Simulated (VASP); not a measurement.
Runs of VASP 6.6.1 on Re. The structure is that of space group P6_3/mmc (No. 194), or close to it. The cells are those of the table. 

```csv
cell,k mesh,gap on the mesh (eV),pressure (GPa)
"a = 2.751, b = 2.751, c = 5.225 Å, angles 105.3, 105.3, 120.0°, 2 atoms",17 × 17 × 8,none,0.1
"a = 2.637, b = 2.637, c = 5.007 Å, angles 105.3, 105.3, 120.0°, 2 atoms",17 × 17 × 8,none,(a)
"a = 2.788, b = 2.788, c = 5.293 Å, angles 105.3, 105.3, 120.0°, 2 atoms",17 × 17 × 8,none,-14.3
"a = 2.823, b = 2.823, c = 5.360 Å, angles 105.3, 105.3, 120.0°, 2 atoms",17 × 17 × 8,none,-25.8
"a = 2.714, b = 2.714, c = 5.154 Å, angles 105.3, 105.3, 120.0°, 2 atoms",17 × 17 × 8,none,(b)
"a = 2.857, b = 2.857, c = 5.426 Å, angles 105.3, 105.3, 120.0°, 2 atoms",17 × 17 × 8,none,-35.0
"a = 2.676, b = 2.676, c = 5.081 Å, angles 105.3, 105.3, 120.0°, 2 atoms",17 × 17 × 8,none,40.3
"a = 2.751, b = 2.751, c = 5.225 Å, angles 105.3, 105.3, 120.0°, 2 atoms",13 × 13 × 9,none,0.0
```

Alike in all rows: task single point; level PBEsol; potentials or basis VASP PAW PBE potentials, release 64 (Re); no spin polarisation; cutoff (eV) 520; smearing fermi-dirac 0.1 eV.

Estimate the missing entries.

(a) 68.0; (b) 18.0.

Caveats: the PAW data sets were made with another functional, which shifts forces and pressure a little; spin-orbit coupling is left out, which moves the levels of the heavy elements; the cell stands under pressure (at least some runs); the cell stands under tension (at least some runs).

A k mesh can miss the band edges, and the runs leave out spin-orbit coupling on Re.

A gap of «none» marks levels without a gap at the run's occupations.
